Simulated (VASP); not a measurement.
Runs of VASP 6.6.1 on ZrB2. The structure is that of space group P6/mmm (No. 191), or close to it. The cells are those of the table. 

| cell | gap on the mesh (eV) | pressure (GPa) |
| --- | --- | --- |
| a = 3.212, b = 3.212, c = 3.579 Å, angles 90.0, 90.0, 120.0°, 3 atoms | none | -7.9 |
| a = 3.127, b = 3.127, c = 3.485 Å, angles 90.0, 90.0, 120.0°, 3 atoms | none | (a) |
| a = 3.083, b = 3.083, c = 3.436 Å, angles 90.0, 90.0, 120.0°, 3 atoms | none | 24.7 |
| a = 3.252, b = 3.252, c = 3.625 Å, angles 90.0, 90.0, 120.0°, 3 atoms | none | -15.1 |
| a = 3.170, b = 3.170, c = 3.533 Å, angles 90.0, 90.0, 120.0°, 3 atoms | none | (b) |

Alike in all rows: task single point; level PBE; potentials or basis VASP PAW PBE potentials, release 64 (Zr_sv, B); no spin polarisation; k mesh 10 × 10 × 8; cutoff (eV) 520; smearing gaussian 0.1 eV.

**Question.** Fill in the values left out.

**Answer.** (a) 11.7; (b) 0.9.

A k mesh can miss the band edges, and the runs leave out spin-orbit coupling on Zr.

A gap of «none» marks levels without a gap at the run's occupations.
